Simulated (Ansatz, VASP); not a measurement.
# One calculation of InAs, two programs

```xyz
4
Lattice="4.3560 0.0000 0.0000 -2.1780 3.7724 0.0000 0.0000 0.0000 34.4644" Properties=species:S:1:pos:R:3 pbc="T T T"
In    0.0000    0.0000   12.2047
In    0.0000    0.0000    7.7953
As    0.0000    2.5149   12.8806
As    0.0000    2.5149    7.1194
```

Change from the starting cell: species swapped into a sheet of the InSe type.

Alike in both runs: functional PBE; k mesh 6 × 6 × 1; occupations gaussian, width 0.02 eV; no spin polarisation.

Ansatz relaxed the structure, and its values are those at the end. VASP's run is a single point on that final structure, the one shown.

```csv
,VASP,Ansatz
version,VASP 6.6.1,Ansatz 0.2.0
potentials or method,"VASP PAW PBE potentials, release 64 (In_d, As), cutoff 520 eV","scalar-relativistic, plane waves, PAW"
valence electrons in the cell,36,56
```

```tsv
	VASP	Ansatz	Ansatz less VASP
gap on the k mesh at the Fermi level (eV)	0.72	0.73	+0.009
least direct gap on the mesh (eV)	0.78	0.78	+0.007
```

VASP's potentials hold 36 valence electrons a cell and Ansatz's 56, so a difference there can come from the potentials and not from the codes.
